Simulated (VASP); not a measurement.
Write the native input for VASP 6.6.1 that does the following.

```yaml
Task: relaxation of cell and atoms
Functional: PBEsol
Potentials_or_basis: VASP PAW PBE potentials, release 64 (Zn, S)
Cutoff: 500 eV
k_mesh: 8 × 8 × 8
Occupations: gaussian, width 0.01 eV
Spin: no spin polarisation
Target_pressure: 7 GPa
Dipole_correction: no
Further_INCAR_settings: ALGO = Normal; EDIFF = 1e-07; IBRION = 2; EDIFFG = -0.002; NSW = 100; ISIF = 3
```

The structure of ZnS lies in POSCAR:

```
ZnS
1.0
    2.6777696014      2.6777696014      0.0000000000
   -2.6777696014      2.6777696014      0.0000000000
    0.0000000000      2.6777696014      2.6777696014
Zn S
1 1
Direct
    0.7500000000      0.2500000000      0.5000000000
    0.0000000000      0.0000000000      0.0000000000
```

The input as run:

INCAR

```
SYSTEM = ZnS
PREC = Accurate
ENCUT = 500
EDIFF = 1E-7
ISMEAR = 0
SIGMA = 0.01
LREAL = .False.
LASPH = .True.
NELM = 120
ALGO = Normal
ISIF = 3
LWAVE = .False.
LCHARG = .False.
GGA = PS
IBRION = 2
NSW = 100
EDIFFG = -0.002
PSTRESS = 70.0
GGA_COMPAT = .False.
NELMIN = 4
```

KPOINTS

```
Automatic mesh
0
Gamma
  8 8 8
  0 0 0
```

Potentials or basis: VASP PAW PBE potentials, release 64 (Zn, S).

Command:

```sh
$ cat potpaw_PBE.64/Zn/POTCAR potpaw_PBE.64/S/POTCAR > POTCAR
$ mpirun -np 1 vasp_std > vasp.out
```

Results of the run:

```
Relaxed volume                                             : 17.86 Å³/atom
Relaxed cell                                               : a = 3.697 Å, b = 3.697 Å, c = 3.697 Å, α = 60.00°, β = 60.00°, γ = 90.00°
Space group after relaxing (to 0.1 Å)                      : F-43m (No. 216)
Energy change on relaxing (the run minimises the enthalpy) : +28.4 meV/atom
Ionic steps                                                : 6
Pressure after relaxing                                    : 7.0 GPa
Band gap on the k mesh                                     : 2.42 eV
```

Caveat: the cell is relaxed towards a set pressure, so the run minimises the enthalpy, not the energy; the PAW data sets were made with another functional, which shifts forces and pressure a little.

Wall time 87 s on 1 thread of Intel Xeon 8259CL, with other jobs on the host, peak memory 0.16 GiB.
